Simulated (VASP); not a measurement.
# AlN (P6_3/mmc) in VASP: elastic constants with LDA

Aim: the elastic constants of AlN with LDA.

Program: VASP 6.6.1. These are calculated values, not measurements. Logs are shortened: lines on timing, memory, paths and dates and some standing lists are left out, and cuts for length are marked.

## Step 1: The cell of the first run

Symmetry: P6_3/mmc, No. 194, hexagonal system. The conventional cell has a = 3.276 Å, b = 3.276 Å, c = 4.102 Å, α = 90.00°, β = 90.00°, γ = 120.00°. Within 2.5 Å of Al (site symmetry -6m2) lie 5 N at 1.89 to 2.05 Å. N (site symmetry -6m2) has 5 Al at 1.89 to 2.05 Å within 2.5 Å.

## Step 2: Elastic constants, LDA

Input file INCAR:

```
ALGO = Normal ; EDIFF = 1E-8
ENCUT = 600 ; IBRION = 6
ISIF = 3 ; ISMEAR = 1
LASPH = True ; LCHARG = False
LREAL = False ; LWAVE = False
NELM = 60 ; NFREE = 2
NSW = 1 ; POTIM = 0.015
PREC = Accurate ; SIGMA = 0.05
```

Input file KPOINTS:

```
k-points
0
Gamma
  12 12 6
```

Input file POSCAR:

```
AlN
1.0
    3.2758536524      0.0000000000      0.0000000000
   -1.6379268262      2.8369724821      0.0000000000
    0.0000000000      0.0000000000      4.1022939600
Al N
2 2
Direct
    0.3333333333      0.6666666667      0.7500000000
    0.6666666667      0.3333333333      0.2500000000
    0.3333333333      0.6666666667      0.2500000000
    0.6666666667      0.3333333333      0.7500000000
```

Potentials or basis: VASP PAW LDA potentials, release 64 (Al, N).

Command:

```console
cat potpaw_LDA.64/Al/POTCAR potpaw_LDA.64/N/POTCAR > POTCAR
mpirun -np 1 vasp_std > vasp.out
```

OUTCAR:

```text
EDIFF = 1E-8
   ENCUT = 600
   IBRION = 6
   ISIF = 3
   ISMEAR = 1
   LASPH = True
   LREAL = False
   NELM = 60
   NFREE = 2
   NSW = 1
   POTIM = 0.015
   PREC = Accurate

 ion  position               nearest neighbor table
   1  0.333  0.667  0.750-   4 1.89   4 1.89   4 1.89   3 2.05   3 2.05   2 2.79   2 2.79   2 2.79
                             2 2.79   2 2.79   2 2.79
   2  0.667  0.333  0.250-   3 1.89   3 1.89   3 1.89   4 2.05   4 2.05   1 2.79   1 2.79   1 2.79
                             1 2.79   1 2.79   1 2.79
   3  0.333  0.667  0.250-   2 1.89   2 1.89   2 1.89   1 2.05   1 2.05
   4  0.667  0.333  0.750-   1 1.89   1 1.89   1 1.89   2 2.05   2 2.05

  LATTYP: Found a hexagonal cell.
 ALAT       =     3.2758536524
 C/A-ratio  =     1.2522824263

  Lattice vectors:

 A1 = (   3.2758536524,   0.0000000000,   0.0000000000)
 A2 = (  -1.6379268262,   2.8369724821,   0.0000000000)
 A3 = (   0.0000000000,   0.0000000000,   4.1022939600)

Analysis of symmetry for initial positions (statically):
=====================================================================
 Subroutine PRICEL returns:
 Original cell was already a primitive cell.

 Routine SETGRP: Setting up the symmetry group for a
 hexagonal supercell.

 Subroutine GETGRP returns: Found 24 space group operations
 (whereof 12 operations were pure point group operations)
 out of a pool of 24 trial point group operations.

The static configuration has the point symmetry D_3d.
 The point group associated with its full space group is D_6h.

Analysis of symmetry for dynamics (positions and initial velocities):
=====================================================================
 Subroutine PRICEL returns:
 Original cell was already a primitive cell.

 Routine SETGRP: Setting up the symmetry group for a
 hexagonal supercell.

 Subroutine GETGRP returns: Found 24 space group operations
 (whereof 12 operations were pure point group operations)
 out of a pool of 24 trial point group operations.

The dynamic configuration has the point symmetry D_3d.
 The point group associated with its full space group is D_6h.

 Subroutine INISYM returns: Found 24 space group operations
 (whereof 12 operations are pure point group operations),
 and found     1 'primitive' translations

----------------------------------------------------------------------------------------

                                     Primitive cell

  volume of cell :      38.1247

  direct lattice vectors                    reciprocal lattice vectors
     3.275853652  0.000000000  0.000000000     0.305263942  0.176244219  0.000000000
    -1.637926826  2.836972482  0.000000000     0.000000000  0.352488438  0.000000000
     0.000000000  0.000000000  4.102293960     0.000000000  0.000000000  0.243766051

  length of vectors
     3.275853652  3.275853652  4.102293960     0.352488438  0.352488438  0.243766051

  position of ions in fractional coordinates (direct lattice)
     0.333333333  0.666666667  0.750000000
     0.666666667  0.333333333  0.250000000
     0.333333333  0.666666667  0.250000000
     0.666666667  0.333333333  0.750000000

  ion indices of the primitive-cell ions
   primitive index   ion index
                 1           1
                 2           2
                 3           3
                 4           4

----------------------------------------------------------------------------------------

 KPOINTS: k-points

Automatic generation of k-mesh.
 Grid dimensions read from file:
 generate k-points for:   12   12    6
[... 123 lines left out ...]
  in kB        5.6500211      5.6500211      2.6736832      0.0000000      0.0000000      0.0000000
  external PRESSURE =       4.6579085 kB  Pullay stress =       0.0000000 kB
[... 95 lines left out ...]
  FREE ENERGIE OF THE ION-ELECTRON SYSTEM (eV)
  ---------------------------------------------------
  free  energy   TOTEN  =       -32.4690120349 eV

  energy  without entropy=      -32.4690153919  energy(sigma->0) =      -32.46901315

[... ionic steps 4 to 18 ...]

--------------------------------------- Ionic step       19  -------------------------------------------

 number of electron      16.0000002 magnetization

------------------------ aborting loop because EDIFF is reached ----------------------------------------
[... 71 lines left out ...]
--------------------------------------- Ionic step       21  -------------------------------------------

 number of electron      16.0000001 magnetization

 Free energy of the ion-electron system (eV)
  ---------------------------------------------------
  ext. energy  EPLUGINS =         0.00000000
  ---------------------------------------------------
  free energy    TOTEN  =       -32.48256416 eV

  energy without entropy =      -32.48256752  energy(sigma->0) =      -32.48256528

 E-fermi :   8.1741     XC(G=0): -11.6755

 val. band max:        8.1319676768   @ k =   0.0000   0.0000   0.0000
 cond. band min:      11.7575185215   @ k =   0.0000   0.0000   0.0000
 fundamental gap:      3.6255508447
 Fermi energy:         8.1740601732

 k-point     1 :       0.0000    0.0000    0.0000
  band No.  band energies     occupation
      1      -8.7996      2.00000
      2      -4.8020      2.00000
      3       1.0242      2.00000
      4       4.7423      2.00000
      5       4.7423      2.00000
      6       6.5002      2.00000
      7       6.5002      2.00000
      8       8.1320      1.99999
      9      11.7575      0.00000
     10      12.7249      0.00000
     11      16.3885      0.00000
     12      16.3885      0.00000
[... 331 lines left out ...]
 k-point    24 :       0.3333    0.0000    0.1667
  band No.  band energies     occupation
      1      -7.4352      2.00000
      2      -5.2349      2.00000
      3       1.3361      2.00000
      4       3.1540      2.00000
      5       3.8735      2.00000
      6       4.0221      2.00000
      7       6.4398      2.00000
      8       6.6828      2.00000
      9      12.6415      0.00000
     10      14.3840      0.00000
     11      16.6278      0.00000
     12      17.4460      0.00000

 [... further k-points ...]

------------------------ aborting loop because EDIFF is reached ----------------------------------------

  FORCE on cell =-STRESS in cart. coord.  units (eV):
  Direction    XX          YY          ZZ          XY          YZ          ZX
  --------------------------------------------------------------------------------------
  -------------------------------------------------------------------------------------
  Total        0.1342313      0.1342313      0.0743504     -0.0000000      0.0000000      0.0000000
  in kB        5.6410235      5.6410235      3.1245494     -0.0000000      0.0000000      0.0000000
  external PRESSURE =       4.8021988 kB  Pullay stress =       0.0000000 kB
[... 19 lines left out ...]
  FREE ENERGIE OF THE ION-ELECTRON SYSTEM (eV)
  ---------------------------------------------------
  free  energy   TOTEN  =       -32.4825641615 eV

  energy  without entropy=      -32.4825675192  energy(sigma->0) =      -32.48256528

 INTERNAL STRAIN TENSORS FROM STRAINED CELLS
 ============================================

 INTERNAL STRAIN TENSOR FOR ION    1 for displacements in x,y,z  (eV/Angst):
          X           Y           Z          XY          YZ          ZX
  --------------------------------------------------------------------------------
  x     0.00000    -0.00000     0.00000   -12.06644    -0.00000    -0.00000
  y   -12.09684    12.13406    -0.00000    -0.00000    -0.00007    -0.00001
  z     0.00000     0.00000     0.00000     0.00000     0.00140     0.00000

 INTERNAL STRAIN TENSORS FROM DISPLACED ATOMS
 ============================================

 INTERNAL STRAIN TENSOR FOR ION    1 for displacements in x,y,z  (eV/Angst):
          X           Y           Z          XY          YZ          ZX
  --------------------------------------------------------------------------------
  x     0.00000     0.00000     0.00000   -12.06122     0.00000     0.00000
  y   -12.06122    12.06122     0.00000     0.00000     0.00000     0.00000
  z     0.00000    -0.00000    -0.00000     0.00000    -0.00000     0.00000

 INTERNAL STRAIN TENSOR FOR ION    4 for displacements in x,y,z  (eV/Angst):
          X           Y           Z          XY          YZ          ZX
  --------------------------------------------------------------------------------
  x     0.00000     0.00000     0.00000    14.74036     0.00000     0.00000
  y    14.74036   -14.74036    -0.00000    -0.00000     0.00000     0.00000
  z    -0.00000    -0.00000    -0.00000    -0.00000    -0.00000     0.00000

 Eigenvectors and eigenvalues of the dynamical matrix
 ----------------------------------------------------

   1 f  =   21.237349 THz   133.438201 2PiTHz  708.401719 cm-1    87.830580 meV
             X         Y         Z           dx          dy          dz
     -0.000000  1.891315  3.076720     0.000000    0.328309   -0.000000
      1.637927  0.945657  1.025573    -0.000000   -0.328309    0.000000
     -0.000000  1.891315  1.025573     0.000000    0.626269   -0.000000
      1.637927  0.945657  3.076720    -0.000000   -0.626269    0.000000
[... 71 lines left out ...]
  12 f/i=    0.002558 THz     0.016073 2PiTHz    0.085327 cm-1     0.010579 meV
             X         Y         Z           dx          dy          dz
     -0.000000  1.891315  3.076720    -0.000000    0.000000   -0.573864
      1.637927  0.945657  1.025573    -0.000000    0.000000   -0.573864
     -0.000000  1.891315  1.025573    -0.000000    0.000000   -0.413135
      1.637927  0.945657  3.076720    -0.000000    0.000000   -0.413135

--------------------------------------------------------------------------------------------------------

 ELASTIC MODULI CONTR FROM IONIC RELAXATION (kBar)
 Direction    XX          YY          ZZ          XY          YZ          ZX
 --------------------------------------------------------------------------------
 XX        -960.3480    960.3480      0.0000     -0.0000     -0.0000      0.0000
 YY         960.3480   -960.3480     -0.0000      0.0000      0.0000      0.0000
 ZZ           0.0000     -0.0000     -0.0000     -0.0000     -0.0000      0.0000
 XY          -0.0000      0.0000     -0.0000   -960.3480      0.0000      0.0000
 YZ          -0.0000      0.0000     -0.0000      0.0000     -0.0000      0.0000
 ZX           0.0000      0.0000      0.0000      0.0000      0.0000      0.0000
 --------------------------------------------------------------------------------

 TOTAL ELASTIC MODULI (kBar)
 Direction    XX          YY          ZZ          XY          YZ          ZX
 --------------------------------------------------------------------------------
 XX        3729.8930   2079.1903   1402.5015     -0.0000     -0.0000     -0.0000
 YY        2079.1903   3729.8930   1402.5015      0.0000      0.0000     -0.0000
 ZZ        1402.5015   1402.5015   3323.2919     -0.0000      0.0000      0.0000
 XY          -0.0000      0.0000     -0.0000    825.3513     -0.0000      0.0000
 YZ          -0.0000      0.0000      0.0000      0.0000   2110.9937      0.0000
 ZX          -0.0000      0.0000      0.0000      0.0000      0.0000   2110.9937
 --------------------------------------------------------------------------------
```

Run time: 39 min. Hardware: 1 thread of Intel Xeon 8259CL, shared host; peak memory 0.38 GiB.

What came out:

```
Voigt bulk modulus                                      : 228 GPa
Highest phonon frequency at Γ, LO-TO splitting left out : 708 cm⁻¹
```

Phonon frequencies in cm⁻¹ (negative: imaginary):
| q point | frequencies |
| --- | --- |
| (0.000, 0.000, 0.000) | 0 0 0 293 338 338 420 690 692 692 708 708 |

Elastic tensor in Voigt notation (GPa, in the Cartesian axes of the cell as first typed):
```
373 208 140   0   0   0
208 373 140   0   0   0
140 140 332   0   0   0
  0   0   0 211   0   0
  0   0   0   0 211   0
  0   0   0   0   0  83
```

Clamped-ion elastic tensor (GPa):
```
469 112 140   0   0   0
112 469 140   0   0   0
140 140 332   0   0   0
  0   0   0 211   0   0
  0   0   0   0 211   0
  0   0   0   0   0 179
```
